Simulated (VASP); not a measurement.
Here is a VASP 6.6.1 calculation.

The input INCAR:

```
SYSTEM = Al3Cu
  PREC = Accurate
  ENCUT = 520
  EDIFF = 1E-6
  ISMEAR = 0
  SIGMA = 0.15
  LREAL = .False.
  LASPH = .True.
  NELM = 80
  ALGO = Fast
  ISIF = 2
  LWAVE = .False.
  LCHARG = .True.
  GGA = PS
  LELF = .True.
  LVHAR = .True.
  NBANDS = 18
```

The input KPOINTS:

```
regular mesh
0
Gamma
  18 18 6
  0 0 0
```

POSCAR

```
Al3Cu
1.0
    2.7796830098      0.0000000000      0.0000000000
    0.0000000000      2.7796830098      0.0000000000
    0.0000000000      0.0000000000      7.6029571177
Al Cu
3 1
Direct
    0.0000000000      0.0000000000      0.5000000000
    0.5000000000      0.5000000000      0.2206884206
    0.5000000000      0.5000000000      0.7793115794
    0.0000000000      0.0000000000      0.0175326518
```

Potentials or basis: VASP PAW PBE potentials, release 64 (Al, Cu).

The run is started by

```console
$ cat potpaw_PBE.64/Al/POTCAR potpaw_PBE.64/Cu/POTCAR > POTCAR
$ mpirun -np 1 vasp_std > vasp.out
```

Q: Predict the largest force.

A: 0.811 eV/Å.

Q: What does it give for the pressure?

A: 1.0 GPa.

Stress tensor (GPa, compression positive):
```
1.16 0.00 0.00
0.00 1.16 0.00
0.00 0.00 0.60
```

Caveat: the cell differs from its parent crystal (atom 4 (Cu) moved +0.133 Å along Cartesian [0 0 1]); the PAW data sets were made with another functional, which shifts forces and pressure a little.
